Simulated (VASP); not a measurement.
The system is Zn2CO4.

```
CELL_PARAMETERS angstrom
0.00000 4.08152 4.08152
4.08152 0.00000 4.08152
4.08152 4.08152 0.00000
ATOMIC_POSITIONS crystal
C 0.12500 0.12500 0.12500
C 0.87500 0.87500 0.87500
Zn 0.50000 0.50000 0.50000
Zn 0.00000 0.50000 0.50000
Zn 0.50000 0.50000 0.00000
Zn 0.50000 0.00000 0.50000
O 0.24660 0.24660 0.24660
O 0.23980 0.75340 0.75340
O 0.24660 0.24660 0.76020
O 0.75340 0.23980 0.75340
O 0.76020 0.24660 0.24660
O 0.75340 0.75340 0.75340
O 0.24660 0.76020 0.24660
O 0.75340 0.75340 0.23980
```

| Quantity | Value |
| --- | --- |
| Program | VASP 6.6.1 |
| Task | relaxation of cell and atoms |
| Functional | PBEsol |
| Potentials or basis | VASP PAW PBE potentials, release 64 (C, Zn, O) |
| Cutoff | 600 eV |
| k mesh | 6 × 6 × 6 |
| Occupations | methfessel-paxton, width 0.0104 eV |
| Spin | no spin polarisation |

At the start: pressure -21.2 GPa; volume 9.71 Å³/atom.

**Question.** Where does the relaxation end?

**Answer.** Over 7 steps the energy falls by 471.4 meV/atom and the volume is 8.37 Å³/atom (-13.9 %); space group Fd-3m (No. 227, to 0.1 Å) before and after.

Step by step:
```csv
step,energy change (eV),largest force (eV/Å),pressure (GPa),volume (Å³)
1,0.0000,4.0340,-21.18,135.99
2,-6.4065,0.6521,9.70,112.24
3,-6.4087,0.7740,8.77,112.52
4,-6.4832,1.1069,-0.30,118.55
5,-6.5813,0.3093,3.07,115.88
6,-6.5744,0.3432,-3.44,118.68
7,-6.5993,0.0033,-0.01,117.15
```

Final structure:
```
C Zn O
1.0
     0.00000    3.88364    3.88364
     3.88364    0.00000    3.88364
     3.88364    3.88364    0.00000
C Zn O
2 4 8
Direct
  0.12500 0.12500 0.12500
  0.87500 0.87500 0.87500
  0.50000 0.50000 0.50000
  0.00000 0.50000 0.50000
  0.50000 0.50000 0.00000
  0.50000 0.00000 0.50000
  0.23130 0.23130 0.23130
  0.19391 0.76870 0.76870
  0.23130 0.23130 0.80609
  0.76870 0.19391 0.76870
  0.80609 0.23130 0.23130
  0.76870 0.76870 0.76870
  0.23130 0.80609 0.23130
  0.76870 0.76870 0.19391
```

Caveat: the PAW data sets were made with another functional, which shifts forces and pressure a little.
